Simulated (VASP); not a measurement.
A run of VASP 6.6.1 is set up as follows.

The input INCAR:

```
SYSTEM = TiSi16
PREC = Accurate ; ENCUT = 520
EDIFF = 1E-7 ; ISMEAR = 0
SIGMA = 0.02 ; LREAL = Auto
LASPH = .TRUE. ; NELM = 60
ALGO = Normal ; ISIF = 2
LWAVE = .FALSE. ; LCHARG = .FALSE.
GGA = CA ; NBANDS = 52
```

The input KPOINTS:

```
Automatic mesh
0
G
  2 2 2
  0 0 0
```

Contents of POSCAR:

```
TiSi16
1.0
    0.0000000000      5.4300000000      5.4300000000
    5.4300000000      0.0000000000      5.4300000000
    5.4300000000      5.4300000000      0.0000000000
Si Ti
16 1
Direct
    0.0091428177     -0.0009697053      0.0043494475
    0.1277800184      0.1306982505      0.1281516575
    0.0092365562     -0.0024669429      0.5026094843
    0.1440422652      0.1206908840      0.6240726519
    0.0003261510      0.5013806630      0.0072290976
    0.1253506446      0.6259394107      0.1281740331
    0.0050680479      0.5040562615      0.5028087477
    0.1241081952      0.6250531308      0.6367409761
    0.5017131676      0.0021122468      0.0053652855
    0.6266147330      0.1271620626      0.1367920810
    0.5086433702      0.0060669429      0.4999006446
    0.6262050645      0.1274667587      0.6236453959
    0.4982679558      0.5087885820      0.0052812155
    0.6297518416      0.6281790976      0.1283975138
    0.4962734807      0.5093445672      0.5026685083
    0.6205414365      0.6421931860      0.6249650092
    0.7559057090      0.2551044199      0.7515511971
```

Potentials or basis: VASP PAW LDA potentials, release 64 (Si, Ti_sv).

Run with:

```sh
$ cat potpaw_LDA.64/Si/POTCAR potpaw_LDA.64/Ti_sv/POTCAR > POTCAR
$ mpirun -np 1 vasp_std > vasp.out
```

(1) Predict the pressure.

(2) Estimate the largest force.

Answers

(1) 0.1 GPa.

(2) 0.030 eV/Å.

Caveat: the k points lie up to 0.50 Å⁻¹ apart.
